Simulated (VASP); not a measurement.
# TiB2 (P6/mmm) in VASP: a series of runs

Runs on TiB2. Level: PBE. Tasks: single point.

Program: VASP 6.6.1. These are calculated values, not measurements. Logs are shortened: lines on timing, memory, paths and dates and some standing lists are left out, and cuts for length are marked.

### Step 1. The cell of the first run

It takes space group P6/mmm (No. 191, hexagonal). Conventional cell: a = 3.032 Å, b = 3.032 Å, c = 3.224 Å, α = 90.00°, β = 90.00°, γ = 120.00°. Within 3.1 Å of Ti (site symmetry 6/mmm) lie 12 B at 2.38 Å and 6 Ti at 3.03 Å. B (site symmetry -6m2) has 3 B at 1.75 Å within 2.3 Å.

### Step 2. Single point, PBE

Input file INCAR:

```
ALGO = Normal ; EDIFF = 1E-7
ENCUT = 520 ; GGA = PE
ISIF = 2 ; ISMEAR = 0
LASPH = T ; LCHARG = T
LELF = T ; LREAL = F
LVHAR = T ; LWAVE = F
NBANDS = 16 ; NELM = 100
PREC = Accurate ; SIGMA = 0.15
```

Input file KPOINTS:

```
k-points
0
Gamma
  18 18 16
```

Input file POSCAR:

```
TiB2
1.0
    3.0318048529      0.0000000000      0.0000000000
   -1.5159024265      2.6256200220      0.0000000000
    0.0000000000      0.0000000000      3.2242295241
Ti B
1 2
Direct
    0.0000000000      0.0000000000      0.0000000000
    0.3333333333      0.6666666667      0.5000000000
    0.6666666667      0.3333333333      0.5000000000
```

Potentials or basis: VASP PAW PBE potentials, release 64 (Ti_sv, B).

Command:

```bash
> cat potpaw_PBE.64/Ti_sv/POTCAR potpaw_PBE.64/B/POTCAR > POTCAR
> mpirun -np 1 vasp_std > vasp.out
```

OUTCAR:

```text
EDIFF = 1E-7
   ENCUT = 520
   GGA = PE
   ISIF = 2
   ISMEAR = 0
   LASPH = T
   LREAL = F
   NELM = 100
   PREC = Accurate

 ion  position               nearest neighbor table
   1  0.000  0.000  0.000-   2 2.38   3 2.38   2 2.38   3 2.38   3 2.38   3 2.38   2 2.38   2 2.38
                             3 2.38   3 2.38   2 2.38   2 2.38
   2  0.333  0.667  0.500-   3 1.75   3 1.75   3 1.75   1 2.38   1 2.38   1 2.38   1 2.38   1 2.38
                             1 2.38
   3  0.667  0.333  0.500-   2 1.75   2 1.75   2 1.75   1 2.38   1 2.38   1 2.38   1 2.38   1 2.38
                             1 2.38

  LATTYP: Found a hexagonal cell.
 ALAT       =     3.0318048529
 C/A-ratio  =     1.0634686863

  Lattice vectors:

 A1 = (   3.0318048529,   0.0000000000,   0.0000000000)
 A2 = (  -1.5159024265,   2.6256200220,   0.0000000000)
 A3 = (   0.0000000000,   0.0000000000,   3.2242295241)

Analysis of symmetry for initial positions (statically):
=====================================================================
 Subroutine PRICEL returns:
 Original cell was already a primitive cell.

 Routine SETGRP: Setting up the symmetry group for a
 hexagonal supercell.

 Subroutine GETGRP returns: Found 24 space group operations
 (whereof 24 operations were pure point group operations)
 out of a pool of 24 trial point group operations.

The static configuration has the point symmetry D_6h.

Analysis of symmetry for dynamics (positions and initial velocities):
=====================================================================
 Subroutine PRICEL returns:
 Original cell was already a primitive cell.

 Routine SETGRP: Setting up the symmetry group for a
 hexagonal supercell.

 Subroutine GETGRP returns: Found 24 space group operations
 (whereof 24 operations were pure point group operations)
 out of a pool of 24 trial point group operations.

The dynamic configuration has the point symmetry D_6h.

 Subroutine INISYM returns: Found 24 space group operations
 (whereof 24 operations are pure point group operations),
 and found     1 'primitive' translations

----------------------------------------------------------------------------------------

                                     Primitive cell

  volume of cell :      25.6661

  direct lattice vectors                    reciprocal lattice vectors
     3.031804853  0.000000000  0.000000000     0.329836533  0.190431211  0.000000000
    -1.515902427  2.625620022  0.000000000     0.000000000  0.380862422  0.000000000
     0.000000000  0.000000000  3.224229524     0.000000000  0.000000000  0.310151617

  length of vectors
     3.031804853  3.031804853  3.224229524     0.380862422  0.380862422  0.310151617

  position of ions in fractional coordinates (direct lattice)
     0.000000000  0.000000000  0.000000000
     0.333333333  0.666666667  0.500000000
     0.666666667  0.333333333  0.500000000

  ion indices of the primitive-cell ions
   primitive index   ion index
                 1           1
                 2           2
                 3           3

----------------------------------------------------------------------------------------

 KPOINTS: k-points

Automatic generation of k-mesh.
 Grid dimensions read from file:
 generate k-points for:   18   18   16

 Generating k-lattice:

  Cartesian coordinates                     Fractional coordinates (reciprocal lattice)
     0.018324252  0.010579512  0.000000000     0.055555556 -0.000000000  0.000000000
     0.000000000  0.021159023  0.000000000     0.000000000  0.055555556  0.000000000
     0.000000000  0.000000000  0.019384476     0.000000000  0.000000000  0.062500000

  Length of vectors
     0.021159023  0.021159023  0.019384476

  Shift w.r.t. Gamma in fractional coordinates (k-lattice)
     0.000000000  0.000000000  0.000000000

 Subroutine IBZKPT returns following result:
 ===========================================

 Found    333 irreducible k-points:

 Following reciprocal coordinates:
            Coordinates               Weight
  0.000000  0.000000  0.000000      1.000000
  0.055556  0.000000  0.000000      6.000000
  0.111111  0.000000  0.000000      6.000000
  0.166667 -0.000000  0.000000      6.000000
  0.222222  0.000000  0.000000      6.000000
  0.277778 -0.000000  0.000000      6.000000
[... 16 lines left out ...]
  0.333333  0.111111  0.000000     12.000000
  0.388889  0.111111  0.000000     12.000000
 [... further k-points ...]
   k-points           NKPTS =    333   k-points in BZ     NKDIM =    333   number of bands    NBANDS=     16
   number of dos      NEDOS =    301   number of ions     NIONS =      3
   total plane-waves  NPLWV =  13824
   dimension x,y,z NGX =    24 NGY =   24 NGZ =   24
   dimension x,y,z NGXF=    48 NGYF=   48 NGZF=   48
   ions per type =               1   2
   NGX,Y,Z   is equivalent  to a cutoff of  13.16, 13.16, 12.37 a.u.
   NGXF,Y,Z  is equivalent  to a cutoff of  26.32, 26.32, 24.75 a.u.
 SYSTEM =  unknown system
   PREC   = accura    normal or accurate (medium, high low for compatibility)
   ISTART =      0    job   : 0-new  1-cont  2-samecut
   ICHARG =      2    charge: 1-file 2-atom 10-const
   ISPIN  =      1    spin polarized calculation?
   LNONCOLLINEAR =      F non collinear calculations
   LSORBIT =      F    spin-orbit coupling
   LASPH  =      T    aspherical Exc in radial PAW
   ENCUT  =  520.0 eV  38.22 Ry    6.18 a.u.   5.64  5.64  5.99*2*pi/ulx,y,z
   NELM   =    100;   NELMIN=  2; NELMDL= -5     # of ELM steps
   EDIFF  = 0.1E-06   stopping-criterion for ELM
   LREAL  =      F    real-space projection
   EDIFFG = 0.1E-05   stopping-criterion for IOM
   NSW    =      0    number of steps for IOM
   IBRION =     -1    ionic relax: 0-MD 1-quasi-New 2-CG
   NFREE  =      0    steps in history (QN), initial steepest desc. (CG)
   ISIF   =      2    stress and relaxation
   ISYM   =      2    0-nonsym 1-usesym 2-fastsym
   POTIM  = 0.5000    time-step for ionic-motion
   TEBEG  =    0.0;   TEEND  =   0.0 temperature during run
   PSTRESS=    0.0 pullay stress
   NELECT =      18.0000    total number of electrons
   NUPDOWN=      -1.0000    fix difference up-down
   EMIN   =  10.00;   EMAX   =-10.00  energy-range for DOS
   EFERMI =   0.00;   METHOD = LEGACY
   ISMEAR =     0;   SIGMA  =   0.15  broadening in eV -4-tet -1-fermi 0-gaus
   EFERMI_NEDOS =   21; number of points for ismear=-14 and -15
   IALGO  =     38    algorithm
   IMIX   =      4    mixing-type and parameters
     AMIX     =   0.40;   BMIX     =  1.00
     AMIX_MAG =   1.60;   BMIX_MAG =  1.00
  volume/ion in A,a.u.               =       8.56        57.73
  Fermi-wavevector in a.u.,A,eV,Ry     =   1.454496  2.748600 28.783937  2.115560
  Thomas-Fermi vector in A             =   2.571640
   LORBIT       =      0    0 simple, 1 ext, 2 COOP (PROOUT), +10 PAW based schemes
   GGA     = PE    functional components
   LHFCALC =     F    Hartree Fock is set to
   AEXX    =    0.0000 exact exchange contribution
   IVDW    =     0    specifies the selected vdW correction
   LEPSILON=     F    determine dielectric tensor
   LRPA    =     F    only Hartree local field effects (RPA)
 non-spin polarized calculation
 Gauss-broadening in eV      SIGMA  =   0.15
  energy-cutoff  :      520.00
  volume of cell :       25.67
 maximum number of plane-waves:       719
 NGX is ok and might be reduce to    24
   NGX = 11   NGY = 11   NGZ = 11

 number of electron      18.0000001 magnetization

 Free energy of the ion-electron system (eV)
  ---------------------------------------------------
  ext. energy  EPLUGINS =         0.00000000
  ---------------------------------------------------
  free energy    TOTEN  =       -24.43169813 eV

  energy without entropy =      -24.42787937  energy(sigma->0) =      -24.42978875

 E-fermi :  10.0272     XC(G=0): -12.7671

 val. band max:       10.0110813126   @ k =   0.0000   0.0000   0.3750
 cond. band min:      10.0283336415   @ k =   0.0556   0.0556   0.5000
 fundamental gap:      0.0172523289
 Fermi energy:        10.0272094596

 k-point     1 :       0.0000    0.0000    0.0000
  band No.  band energies     occupation
      1     -46.9596      2.00000
      2     -23.3108      2.00000
      3     -22.9980      2.00000
      4     -22.9980      2.00000
      5      -3.5083      2.00000
      6       7.3804      2.00000
[... 8 lines left out ...]
     15      15.7428      0.00000
     16      16.8766      0.00000

 k-point     2 :       0.0556    0.0000    0.0000
  band No.  band energies     occupation
      1     -46.9580      2.00000
      2     -23.3087      2.00000
      3     -23.0104      2.00000
      4     -23.0008      2.00000
      5      -3.4488      2.00000
      6       7.2058      2.00000
[... 8 lines left out ...]
     15      16.1365      0.00000
     16      17.0631      0.00000

 k-point     3 :       0.1111    0.0000    0.0000
  band No.  band energies     occupation
      1     -46.9533      2.00000
      2     -23.3027      2.00000
      3     -23.0462      2.00000
      4     -23.0089      2.00000
      5      -3.2718      2.00000
      6       6.7182      2.00000
[... 8 lines left out ...]
     15      17.0334      0.00000
     16      17.6376      0.00000

 k-point     4 :       0.1667   -0.0000    0.0000
  band No.  band energies     occupation
      1     -46.9462      2.00000
      2     -23.2937      2.00000
      3     -23.1006      2.00000
      4     -23.0213      2.00000
      5      -2.9818      2.00000
      6       6.0096      2.00000
[... 8 lines left out ...]
     15      18.1737      0.00000
     16      18.2177      0.00000
[... 324 lines left out ...]
 k-point    22 :       0.2778    0.1111    0.0000
  band No.  band energies     occupation
      1     -46.9169      2.00000
      2     -23.2991      2.00000
      3     -23.2564      2.00000
      4     -23.0913      2.00000
      5      -1.3481      2.00000
      6       3.4190      2.00000
[... 8 lines left out ...]
     15      17.8736      0.00000
     16      19.1293      0.00000

 k-point    23 :       0.3333    0.1111    0.0000
  band No.  band energies     occupation
      1     -46.9101      2.00000
      2     -23.3442      2.00000
      3     -23.2478      2.00000
      4     -23.1070      2.00000
      5      -0.6884      2.00000
      6       2.5388      2.00000
[... 8 lines left out ...]
     15      17.8992      0.00000
     16      18.9841      0.00000

 k-point    24 :       0.3889    0.1111    0.0000
  band No.  band energies     occupation
      1     -46.9057      2.00000
      2     -23.3735      2.00000
      3     -23.2422      2.00000
      4     -23.1173      2.00000
      5       0.0415      2.00000
      6       1.6695      2.00000
[... 8 lines left out ...]
     15      17.9197      0.00000
     16      18.8348      0.00000

 [... further k-points ...]

------------------------ aborting loop because EDIFF is reached ----------------------------------------

  FORCE on cell =-STRESS in cart. coord.  units (eV):
  Direction    XX          YY          ZZ          XY          YZ          ZX
  --------------------------------------------------------------------------------------
  -------------------------------------------------------------------------------------
  Total        0.0374357      0.0374357      0.0320561     -0.0000000      0.0000000      0.0000000
  in kB        2.3368862      2.3368862      2.0010718     -0.0000000      0.0000000      0.0000000
  external PRESSURE =       2.2249481 kB  Pullay stress =       0.0000000 kB

 VOLUME and BASIS-vectors are now :
 -----------------------------------------------------------------------------
  energy-cutoff  :      520.00
  volume of cell :       25.67
      direct lattice vectors                 reciprocal lattice vectors
     3.031804853  0.000000000  0.000000000     0.329836533  0.190431211  0.000000000
    -1.515902427  2.625620022  0.000000000     0.000000000  0.380862422  0.000000000
     0.000000000  0.000000000  3.224229524     0.000000000  0.000000000  0.310151617

 POSITION                                       TOTAL-FORCE (eV/Angst)
 -----------------------------------------------------------------------------------
      0.00000      0.00000      0.00000         0.000000      0.000000     -0.000000
     -0.00000      1.75041      1.61211        -0.000000      0.000000     -0.000000
      1.51590      0.87521      1.61211         0.000000     -0.000000      0.000000
 -----------------------------------------------------------------------------------
    total drift:                               -0.000000      0.000000      0.000000

  FREE ENERGIE OF THE ION-ELECTRON SYSTEM (eV)
  ---------------------------------------------------
  free  energy   TOTEN  =       -24.4316981291 eV

  energy  without entropy=      -24.4278793670  energy(sigma->0) =      -24.42978875
```

Wall time 57 s (1 thread of Intel Xeon Platinum 8559C (Emerald Rapids), shared host); peak memory 0.24 GiB.

Results:

| Property | Result |
| --- | --- |
| Free energy | -24.4317 eV |
| Pressure | 0.2 GPa |
| Band gap on the k mesh | zero (band 9 reaches 10.39 eV, above the bottom of band 10 at 9.80 eV) |

Levels at points of the mesh, in eV from the Fermi level:
```tsv
k point	band 7	band 8	band 9	band 10	band 11	band 12
(0.00, 0.00, 0.00)	-2.65	-2.34	-2.14	1.86	1.86	3.63
(0.50, 0.00, 0.00)	-3.31	-3.24	-2.30	1.31	2.70	3.18
(0.00, 0.00, 0.50)	-0.60	-0.60	-0.22	-0.22	0.41	0.41
(0.50, 0.00, 0.50)	-4.68	-3.85	-3.18	2.46	2.88	4.44
```

### Step 3. Single point, PBE

Input file INCAR:

```
SYSTEM = TiB2
ALGO = Normal ; EDIFF = 1E-6
ENCUT = 520 ; GGA = PE
ISIF = 2 ; ISMEAR = 0
LASPH = .TRUE. ; LCHARG = .FALSE.
LREAL = .FALSE. ; LWAVE = .FALSE.
NBANDS = 16 ; NELM = 100
PREC = Accurate ; SIGMA = 0.15
```

Input file KPOINTS:

```
k-points
0
G
  18 18 14
  0 0 0
```

POSCAR is that of step 2.

Potentials or basis: VASP PAW PBE potentials, release 64 (Ti_sv, B).

Command:

```bash
> cat potpaw_PBE.64/Ti_sv/POTCAR potpaw_PBE.64/B/POTCAR > POTCAR
> mpirun -np 1 vasp_std > vasp.out
```

Wall time 42 s (1 thread of Intel Xeon Platinum 8559C (Emerald Rapids), shared host); peak memory 0.23 GiB.

The run converged. Its results:

```yaml
Free_energy: -24.4318 eV
Pressure: 0.3 GPa
Band_gap_on_the_k_mesh: zero (band 9 reaches 10.40 eV, above the bottom of band 10 at 9.80 eV)
```

Levels at points of the mesh, in eV from the Fermi level:
```
           k point  band 5  band 6  band 7  band 8  band 9  band 10  band 11  band 12  band 13  band 14
(0.00, 0.00, 0.00)  -13.54   -2.65   -2.65   -2.34   -2.14     1.86     1.86     3.63     3.63     5.71
(0.50, 0.00, 0.00)   -9.40   -9.28   -3.31   -3.24   -2.30     1.30     2.70     3.17     3.34     7.41
(0.00, 0.00, 0.50)  -11.61   -7.64   -0.60   -0.60   -0.23    -0.23     0.40     0.40     1.63     6.50
(0.50, 0.00, 0.50)   -9.78   -7.58   -4.68   -3.85   -3.18     2.45     2.88     4.43     4.55     5.31
```
